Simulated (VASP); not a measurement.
# Au (Cmce) in VASP: notebook

The runs below take Au through relaxation of cell and atoms, single point, with PBE.

Program: VASP 6.6.1. These are calculated values, not measurements. Logs are shortened: lines on timing, memory, paths and dates and some standing lists are left out, and cuts for length are marked.

## (1) The cell of the first run

The structure is orthorhombic, space group Cmce (No. 64). Conventional cell: a = 3.307 Å, b = 10.490 Å, c = 4.376 Å, α = 90.00°, β = 90.00°, γ = 90.00°. Within 2.9 Å of Au (site symmetry m) lie 3 Au at 2.17 to 2.20 Å.

## (2) Relaxation of cell and atoms, PBE

Contents of INCAR:

```
ALGO = Normal ; EDIFF = 1E-7
EDIFFG = -0.04 ; ENCUT = 600
GGA = PE ; IBRION = 2
ISIF = 3 ; ISMEAR = 0
LASPH = T ; LCHARG = F
LREAL = F ; LWAVE = F
NELM = 100 ; NSW = 90
PREC = Accurate ; SIGMA = 0.1
```

Contents of KPOINTS:

```
k-points
0
Gamma
  6 6 4
```

Contents of POSCAR:

```
Au
1.0
    1.6534559526     -5.2451019644      0.0000000000
    1.6534559526      5.2451019644      0.0000000000
    0.0000000000      0.0000000000      4.3759136389
Au
4
Direct
    0.0980000000      0.9020000000      0.9100000000
    0.5980000000      0.4020000000      0.5900000000
    0.9020000000      0.0980000000      0.0900000000
    0.4020000000      0.5980000000      0.4100000000
```

Potentials or basis: VASP PAW PBE potentials, release 64 (Au).

On the command line:

```sh
cat potpaw_PBE.64/Au/POTCAR > POTCAR
mpirun -np 1 vasp_std > vasp.out
```

OUTCAR:

```text
EDIFF = 1E-7
   EDIFFG = -0.04
   ENCUT = 600
   GGA = PE
   IBRION = 2
   ISIF = 3
   ISMEAR = 0
   LASPH = T
   LREAL = F
   NELM = 100
   NSW = 90
   PREC = Accurate

 ion  position               nearest neighbor table
   1  0.098  0.902  0.910-   2 2.17   2 2.17   3 2.20   2 3.40   2 3.40   4 3.43   4 3.43   4 3.43
                             4 3.43
   2  0.598  0.402  0.590-   1 2.17   1 2.17   4 2.20   1 3.40   1 3.40   3 3.43   3 3.43   3 3.43
                             3 3.43
   3  0.902  0.098  0.090-   4 2.17   4 2.17   1 2.20   4 3.40   4 3.40   2 3.43   2 3.43   2 3.43
                             2 3.43
   4  0.402  0.598  0.410-   3 2.17   3 2.17   2 2.20   3 3.40   3 3.40   1 3.43   1 3.43   1 3.43
                             1 3.43

  LATTYP: Found a base centered orthorhombic cell.
 ALAT       =     3.3069119052
 B/A-ratio  =     3.1722054380
 C/A-ratio  =     1.3232628399

  Lattice vectors:

 A1 = (   1.6534559526,  -5.2451019644,   0.0000000000)
 A2 = (   1.6534559526,   5.2451019644,   0.0000000000)
 A3 = (   0.0000000000,   0.0000000000,   4.3759136389)

Analysis of symmetry for initial positions (statically):
=====================================================================
 Subroutine PRICEL returns:
 Original cell was already a primitive cell.

 Routine SETGRP: Setting up the symmetry group for a
 base centered orthorhombic supercell.

 Subroutine GETGRP returns: Found  8 space group operations
 (whereof  4 operations were pure point group operations)
 out of a pool of  8 trial point group operations.

The static configuration has the point symmetry C_2h.
 The point group associated with its full space group is D_2h.

Analysis of symmetry for dynamics (positions and initial velocities):
=====================================================================
 Subroutine PRICEL returns:
 Original cell was already a primitive cell.

 Routine SETGRP: Setting up the symmetry group for a
 base centered orthorhombic supercell.

 Subroutine GETGRP returns: Found  8 space group operations
 (whereof  4 operations were pure point group operations)
 out of a pool of  8 trial point group operations.

The dynamic configuration has the point symmetry C_2h.
 The point group associated with its full space group is D_2h.

 Subroutine INISYM returns: Found  8 space group operations
 (whereof  4 operations are pure point group operations),
 and found     1 'primitive' translations

----------------------------------------------------------------------------------------

                                     Primitive cell

  volume of cell :      75.9006

  direct lattice vectors                    reciprocal lattice vectors
     1.653455953 -5.245101964  0.000000000     0.302396928 -0.095327031  0.000000000
     1.653455953  5.245101964  0.000000000     0.302396928  0.095327031  0.000000000
     0.000000000  0.000000000  4.375913639     0.000000000  0.000000000  0.228523706

  length of vectors
     5.499546454  5.499546454  4.375913639     0.317066467  0.317066467  0.228523706

  position of ions in fractional coordinates (direct lattice)
     0.098000000  0.902000000  0.910000000
     0.598000000  0.402000000  0.590000000
     0.902000000  0.098000000  0.090000000
     0.402000000  0.598000000  0.410000000

  ion indices of the primitive-cell ions
   primitive index   ion index
                 1           1
                 2           2
                 3           3
                 4           4

----------------------------------------------------------------------------------------

 KPOINTS: k-points

Automatic generation of k-mesh.
 Grid dimensions read from file:
 generate k-points for:    6    6    4

 Generating k-lattice:

  Cartesian coordinates                     Fractional coordinates (reciprocal lattice)
     0.050399488 -0.015887839  0.000000000     0.166666667  0.000000000  0.000000000
     0.050399488  0.015887839  0.000000000     0.000000000  0.166666667  0.000000000
     0.000000000  0.000000000  0.057130926     0.000000000  0.000000000  0.250000000

  Length of vectors
     0.052844411  0.052844411  0.057130926

  Shift w.r.t. Gamma in fractional coordinates (k-lattice)
     0.000000000  0.000000000  0.000000000

 Subroutine IBZKPT returns following result:
 ===========================================

 Found     39 irreducible k-points:

 Following reciprocal coordinates:
            Coordinates               Weight
  0.000000  0.000000  0.000000      1.000000
  0.166667  0.000000  0.000000      4.000000
  0.333333  0.000000  0.000000      4.000000
  0.500000  0.000000  0.000000      2.000000
  0.166667  0.166667  0.000000      2.000000
  0.333333  0.166667  0.000000      4.000000
[... 16 lines left out ...]
  0.333333  0.333333  0.250000      4.000000
  0.500000  0.333333  0.250000      8.000000
 [... further k-points ...]
   k-points           NKPTS =     39   k-points in BZ     NKDIM =     39   number of bands    NBANDS=     26
   number of dos      NEDOS =    301   number of ions     NIONS =      4
   total plane-waves  NPLWV =  82944
   dimension x,y,z NGX =    48 NGY =   48 NGZ =   36
   dimension x,y,z NGXF=    96 NGYF=   96 NGZF=   72
   ions per type =               4
   NGX,Y,Z   is equivalent  to a cutoff of  14.51, 14.51, 13.68 a.u.
   NGXF,Y,Z  is equivalent  to a cutoff of  29.02, 29.02, 27.35 a.u.
 SYSTEM =  unknown system
   PREC   = accura    normal or accurate (medium, high low for compatibility)
   ISTART =      0    job   : 0-new  1-cont  2-samecut
   ICHARG =      2    charge: 1-file 2-atom 10-const
   ISPIN  =      1    spin polarized calculation?
   LNONCOLLINEAR =      F non collinear calculations
   LSORBIT =      F    spin-orbit coupling
   LASPH  =      T    aspherical Exc in radial PAW
   ENCUT  =  600.0 eV  44.10 Ry    6.64 a.u.  10.98 10.98  8.74*2*pi/ulx,y,z
   NELM   =    100;   NELMIN=  2; NELMDL= -5     # of ELM steps
   EDIFF  = 0.1E-06   stopping-criterion for ELM
   LREAL  =      F    real-space projection
   EDIFFG = -.4E-01   stopping-criterion for IOM
   NSW    =     90    number of steps for IOM
   IBRION =      2    ionic relax: 0-MD 1-quasi-New 2-CG
   NFREE  =      1    steps in history (QN), initial steepest desc. (CG)
   ISIF   =      3    stress and relaxation
   ISYM   =      2    0-nonsym 1-usesym 2-fastsym
   POTIM  = 0.5000    time-step for ionic-motion
   TEBEG  =    0.0;   TEEND  =   0.0 temperature during run
   PSTRESS=    0.0 pullay stress
   NELECT =      44.0000    total number of electrons
   NUPDOWN=      -1.0000    fix difference up-down
   EMIN   =  10.00;   EMAX   =-10.00  energy-range for DOS
   EFERMI =   0.00;   METHOD = LEGACY
   ISMEAR =     0;   SIGMA  =   0.10  broadening in eV -4-tet -1-fermi 0-gaus
   EFERMI_NEDOS =   21; number of points for ismear=-14 and -15
   IALGO  =     38    algorithm
   IMIX   =      4    mixing-type and parameters
     AMIX     =   0.40;   BMIX     =  1.00
     AMIX_MAG =   1.60;   BMIX_MAG =  1.00
  volume/ion in A,a.u.               =      18.98       128.05
  Fermi-wavevector in a.u.,A,eV,Ry     =   1.365036  2.579543 25.352035  1.863322
  Thomas-Fermi vector in A             =   2.491299
   LORBIT       =      0    0 simple, 1 ext, 2 COOP (PROOUT), +10 PAW based schemes
   GGA     = PE    functional components
   LHFCALC =     F    Hartree Fock is set to
   AEXX    =    0.0000 exact exchange contribution
   IVDW    =     0    specifies the selected vdW correction
   LEPSILON=     F    determine dielectric tensor
   LRPA    =     F    only Hartree local field effects (RPA)
 conjugate gradient relaxation of ions
 non-spin polarized calculation
 Gauss-broadening in eV      SIGMA  =   0.10
  energy-cutoff  :      600.00
  volume of cell :       75.90
 maximum number of plane-waves:      2562
 NGX is ok and might be reduce to    48
   NGX = 21   NGY = 21   NGZ = 17

--------------------------------------- Ionic step        1  -------------------------------------------

 number of electron      44.0000004 magnetization

 Free energy of the ion-electron system (eV)
  ---------------------------------------------------
  ext. energy  EPLUGINS =         0.00000000
  ---------------------------------------------------
  free energy    TOTEN  =         1.02739769 eV

  energy without entropy =        1.03120478  energy(sigma->0) =        1.02930123

------------------------ aborting loop because EDIFF is reached ----------------------------------------

  FORCE on cell =-STRESS in cart. coord.  units (eV):
  Direction    XX          YY          ZZ          XY          YZ          ZX
  --------------------------------------------------------------------------------------
  -------------------------------------------------------------------------------------
  Total       59.9882513     37.8792446     46.7358563      0.0000000      0.0000000      0.0000000
  in kB     1266.2850544    799.5885914    986.5417830      0.0000000      0.0000000      0.0000000
  external PRESSURE =    1017.4718096 kB  Pullay stress =       0.0000000 kB
[... 2211 lines left out ...]
     25       9.1891      0.00000
     26      11.6737      0.00000

 [... further k-points ...]

[... ionic steps 4 to 53 ...]

--------------------------------------- Ionic step       54  -------------------------------------------

 number of electron      44.0000004 magnetization

------------------------ aborting loop because EDIFF is reached ----------------------------------------

  FORCE on cell =-STRESS in cart. coord.  units (eV):
  Direction    XX          YY          ZZ          XY          YZ          ZX
  --------------------------------------------------------------------------------------
  -------------------------------------------------------------------------------------
  Total        0.1512435      0.2896023     -0.1962068      0.0000000      0.0000000      0.0000000
  in kB        3.2095534      6.1456801     -4.1637244      0.0000000      0.0000000      0.0000000
  external PRESSURE =       1.7305030 kB  Pullay stress =       0.0000000 kB
[... 61 lines left out ...]
  energy  without entropy=      -12.7140100052  energy(sigma->0) =      -12.71535627

--------------------------------------- Ionic step       56  -------------------------------------------

 number of electron      44.0000009 magnetization

 Free energy of the ion-electron system (eV)
  ---------------------------------------------------
  ext. energy  EPLUGINS =         0.00000000
  ---------------------------------------------------
  free energy    TOTEN  =       -12.71842561 eV

  energy without entropy =      -12.71596492  energy(sigma->0) =      -12.71719526

 E-fermi :   7.9607     XC(G=0): -12.0506

 val. band max:        7.9353151056   @ k =   0.1667   0.0000   0.0000
 cond. band min:       8.0717270610   @ k =   0.5000   0.1667   0.5000
 fundamental gap:      0.1364119553
 Fermi energy:         7.9607048096

 k-point     1 :       0.0000    0.0000    0.0000
  band No.  band energies     occupation
      1      -1.0344      2.00000
      2       0.9119      2.00000
      3       1.0508      2.00000
      4       1.4751      2.00000
      5       1.8235      2.00000
      6       2.2411      2.00000
[... 718 lines left out ...]
  FREE ENERGIE OF THE ION-ELECTRON SYSTEM (eV)
  ---------------------------------------------------
  free  energy   TOTEN  =       -12.7184256078 eV

  energy  without entropy=      -12.7159649175  energy(sigma->0) =      -12.71719526

 reached required accuracy - stopping structural energy minimisation
```

Run time: 67 min. Hardware: 1 thread of Intel Xeon Platinum 8259CL at 2.50GHz (Skylake/Cascade Lake), shared host; peak memory 0.36 GiB.

Results:

- Free energy: -12.7184 eV
- Relaxed volume: 18.89 Å³/atom
- Relaxed cell: a = 5.583 Å, b = 5.583 Å, c = 5.056 Å, α = 90.00°, β = 90.00°, γ = 151.35°
- Space group after relaxing (to 0.05 Å): Fmmm (No. 69)
- Energy gained by relaxing: 3436.5 meV/atom
- Ionic steps: 56
- Pressure after relaxing: 0.1 GPa
- Largest force after relaxing: 0.030 eV/Å
- Band gap on the k mesh: zero (band 22 reaches 9.79 eV, above the bottom of band 23 at 5.91 eV)

Forces on the atoms (eV/Å):
```
Au   0.000  0.016 -0.026
Au   0.000  0.016  0.026
Au   0.000 -0.016  0.026
Au   0.000 -0.016 -0.026
```

Stress tensor (GPa, compression positive):
```
 0.08  0.00  0.00
 0.00 -0.17  0.00
 0.00  0.00  0.27
```

Step by step:
```tsv
step	energy change (eV)	largest force (eV/Å)	pressure (GPa)	volume (Å³)
1	0.0000	15.2347	101.75	75.90
3	-3.5704	0.4441	-3.18	275.96
5	-8.0514	0.3834	-10.40	149.33
7	-11.4700	2.5771	1.60	91.28
9	-11.6054	1.6316	-4.17	96.42
11	-12.2419	1.6306	-4.73	90.24
13	-12.6483	2.1440	-1.09	83.56
15	-12.9261	1.4723	3.38	78.78
17	-13.2493	0.1754	1.37	78.14
19	-13.3865	0.1532	-4.75	80.83
21	-13.5390	0.1814	-0.01	76.39
23	-13.5416	0.1762	0.81	75.82
25	-13.5478	0.0529	-0.07	76.23
27	-13.5543	0.0266	-0.24	76.23
29	-13.5556	0.0923	-0.33	76.21
31	-13.5614	0.0229	1.40	75.04
33	-13.5625	0.0442	1.89	74.71
35	-13.5635	0.1043	3.02	74.03
37	-13.5648	0.1266	3.30	73.87
39	-13.5665	0.1571	3.59	73.70
41	-13.5801	0.1576	2.70	74.11
43	-13.6257	0.1593	-0.68	75.75
45	-13.6767	0.1375	-4.72	78.51
47	-13.6836	0.1385	-4.41	78.26
49	-13.6908	0.1301	-4.48	78.54
51	-13.7233	0.1369	-2.70	77.27
53	-13.7412	0.1473	0.19	75.49
55	-13.7441	0.1013	0.13	75.52
56	-13.7458	0.0302	0.06	75.55
```

Final structure:
```xyz
4
Lattice="1.3813 -5.4090 0.0000 1.3813 5.4090 0.0000 0.0000 0.0000 5.0561" Properties=species:S:1:pos:R:3 pbc="T T T"
Au    1.3813    4.0034    0.0020
Au    1.3813   -1.4056    2.5260
Au    1.3813   -4.0034    5.0541
Au    1.3813    1.4056    2.5301
```

Caveat: spin-orbit coupling is left out, which moves the levels of the heavy elements.

## (3) Single point, PBE

Contents of INCAR:

```
  PREC = Accurate
  ENCUT = 520
  EDIFF = 1E-6
  ISMEAR = 0
  SIGMA = 0.1
  LREAL = False
  LASPH = True
  NELM = 100
  ALGO = Normal
  ISIF = 2
  LWAVE = False
  LCHARG = False
  GGA = PE
  NBANDS = 30
```

Contents of KPOINTS:

```
regular mesh
0
Gamma
  6 6 4
```

POSCAR is that of step 2.

Potentials or basis: VASP PAW PBE potentials, release 64 (Au).

On the command line:

```sh
cat potpaw_PBE.64/Au/POTCAR > POTCAR
mpirun -np 1 vasp_std > vasp.out
```

It took 98 s on 1 thread of Intel Xeon Platinum 8259CL at 2.50GHz (Skylake/Cascade Lake), shared host; peak memory 0.27 GiB.

The run converged. Its results:

```yaml
Free_energy: 1.0273 eV
Pressure: 101.7 GPa
Largest_force: 15.235 eV/Å
Band_gap_on_the_k_mesh: zero (band 22 reaches 9.47 eV, above the bottom of band 23 at 7.29 eV)
```

Forces on the atoms (eV/Å):
```
Au    0.000  -9.982  11.509
Au    0.000  -9.982 -11.509
Au    0.000   9.982 -11.509
Au    0.000   9.982  11.509
```

Stress tensor (GPa, compression positive):
```
126.53   0.00   0.00
  0.00  79.86   0.00
  0.00   0.00  98.56
```

Levels at points of the mesh, in eV from the Fermi level:
```csv
k point,band 20,band 21,band 22,band 23,band 24,band 25
"(0.00, 0.00, 0.00)",-0.72,-0.58,-0.19,0.12,3.32,3.63
"(0.50, 0.00, 0.00)",-1.43,-1.33,-1.33,1.68,1.68,5.64
"(0.50, 0.50, 0.00)",-0.69,-0.63,-0.20,3.89,4.02,4.63
"(0.00, 0.00, 0.50)",-1.31,-1.28,-1.28,1.58,1.58,4.52
"(0.50, 0.00, 0.50)",-1.32,-0.51,-0.51,1.36,1.36,3.76
"(0.50, 0.50, 0.50)",-1.39,-1.28,-1.28,-0.94,-0.94,9.29
```

Caveat: spin-orbit coupling is left out, which moves the levels of the heavy elements; forces of over 1 eV/Å act on the atoms, so gaps and moduli don't describe the material at rest.
